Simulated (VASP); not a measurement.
Set up this calculation in VASP 6.6.1, as the native input.

```
Task                   : single point
Functional             : PBE
Potentials or basis    : VASP PAW PBE potentials, release 64 (Ti_sv)
Cutoff                 : 520 eV
k mesh                 : 13 × 13 × 13
Occupations            : fermi-dirac, width 0.05 eV
Spin                   : collinear spin, ferromagnetic start
Starting moments       : [0.173] μB
Dipole correction      : no
Further INCAR settings : ALGO = Normal; EDIFF = 1e-06; NBANDS = 16
```

The structure of Ti lies in POSCAR:

```
Ti
1.0
    2.7469320743      0.0000000000      0.0000000000
    0.0000000000      2.7469320743      0.0000000000
    0.0000000000      0.0000000000      2.7469320743
Ti
1
Direct
    0.0000000000      0.0000000000      0.0000000000
```

This cell differs from its parent crystal: volume scaled by 1.12.

These files were run (other wordings do the same):

INCAR

```
SYSTEM = Ti
ALGO = Normal
EDIFF = 1E-6
ENCUT = 520
GGA = PE
ISIF = 2
ISMEAR = -1
ISPIN = 2
LASPH = .TRUE.
LCHARG = .FALSE.
LMAXMIX = 4
LORBIT = 11
LREAL = .FALSE.
LWAVE = .FALSE.
MAGMOM = 0.173
NBANDS = 16
NELM = 150
PREC = Accurate
SIGMA = 0.05
```

KPOINTS

```
k-points
0
G
  13 13 13
  0 0 0
```

Potentials or basis: VASP PAW PBE potentials, release 64 (Ti_sv).

Command:

```bash
$ cat potpaw_PBE.64/Ti_sv/POTCAR > POTCAR
$ mpirun -np 1 vasp_std > vasp.out
```

Results of the run:

```
Pressure                                              : -7.5 GPa
Net moment                                            : 0.46 μB per cell
Site moments                                          : Ti +0.35 μB
Valence electrons inside the program's atomic spheres : Ti 10.25
```

It took 19 s on 1 thread of Intel(R) Xeon(R) 6975P-C (Granite Rapids), with other jobs on the host, peak memory 0.15 GiB.
